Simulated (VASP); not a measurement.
Runs of VASP 6.6.1 on LiSm. The structure is that of space group Fm-3m (No. 225), or close to it. The cells are those of the table. The cell was generated, and may not be a known phase.

| task | cell | k mesh | gap on the mesh (eV) | pressure (GPa) | relaxed volume (Å³/atom) |
| --- | --- | --- | --- | --- | --- |
| single point | a = 4.378 Å, angles 60.0°, 2 atoms | 6 × 6 × 6 | none | (a) | - |
| relaxation of cell and atoms | relaxed from a = 3.604 Å, angles 60.0°, 2 atoms | 6 × 6 × 6 | none | 0.0 | 29.69 |
| single point | a = 3.604 Å, angles 60.0°, 2 atoms | 6 × 6 × 6 | none | 27.8 | - |
| single point | a = 4.384 Å, angles 60.0°, 2 atoms | 16 × 16 × 16 | none | 0.0 | - |
| relaxation of cell and atoms | relaxed from a = 4.378 Å, angles 60.0°, 2 atoms | 16 × 16 × 16 | none | 0.0 | 29.76 |

Alike in all rows: level PBE; potentials or basis VASP PAW PBE potentials, release 64 (Li_sv, Sm_3), 4f in core; no spin polarisation; cutoff (eV) 750; smearing gaussian 0.1 eV.

**Question.** Fill in the values left out.

**Answer.** (a) 0.1.

Caveats: spin-orbit coupling is left out, which moves the levels of the heavy elements; the 4f electrons are frozen in the core, so they carry no moment and show no levels; the volume moved by over 15 % at a fixed basis, so the end points are rough (at least some runs); the cell stands under pressure (at least some runs).

A k mesh can miss the band edges, and the runs leave out spin-orbit coupling on Sm.

A gap of «none» marks levels without a gap at the run's occupations.
